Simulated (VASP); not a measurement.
Input of a VASP 6.6.1 run:

INCAR

```
  PREC = Accurate
  ENCUT = 520
  EDIFF = 1E-7
  ISMEAR = 0
  SIGMA = 0.1
  LREAL = Auto
  LASPH = True
  NELM = 80
  ALGO = Normal
  ISIF = 2
  LWAVE = False
  LCHARG = False
  GGA = PE
  NBANDS = 60
```

File KPOINTS:

```
Automatic mesh
0
Gamma
  4 4 4
```

Contents of POSCAR:

```
Rb2PtAuC6N6
1.0
    0.0000000000      5.7587499281      5.7587499281
    5.7587499281      0.0000000000      5.7587499281
    5.7587499281      5.7587499281      0.0000000000
Rb Pt C Au N
2 1 6 1 6
Direct
    0.2500000000      0.2500000000      0.2500000000
    0.7500000000      0.7500000000      0.7500000000
    0.0000000000      0.0000000000      0.0000000000
    0.8179246833      0.1820753167      0.1820753167
    0.1820753167      0.8179246833      0.1820753167
    0.1820753167      0.1820753167      0.8179246833
    0.1820753167      0.8179246833      0.8179246833
    0.8179246833      0.1820753167      0.8179246833
    0.8179246833      0.8179246833      0.1820753167
    0.5000000000      0.5000000000      0.5000000000
    0.7161500464      0.2838499536      0.2838499536
    0.2838499536      0.7161500464      0.2838499536
    0.2838499536      0.2838499536      0.7161500464
    0.2838499536      0.7161500464      0.7161500464
    0.7161500464      0.2838499536      0.7161500464
    0.7161500464      0.7161500464      0.2838499536
```

Potentials or basis: VASP PAW PBE potentials, release 64 (Rb_sv, Pt, C, Au, N).

Run with:

```bash
$ cat potpaw_PBE.64/Rb_sv/POTCAR potpaw_PBE.64/Pt/POTCAR potpaw_PBE.64/C/POTCAR potpaw_PBE.64/Au/POTCAR potpaw_PBE.64/N/POTCAR > POTCAR
$ mpirun -np 1 vasp_std > vasp.out
```

(1) Predict the largest force.

(2) Predict the pressure.

(3) What does it give for the band gap on the k mesh?

Answers

(1) 0.418 eV/Å.

(2) 0.4 GPa.

(3) zero (an odd number of electrons rules out a gap without spin polarisation).

Caveat: spin-orbit coupling is left out, which moves the levels of the heavy elements.
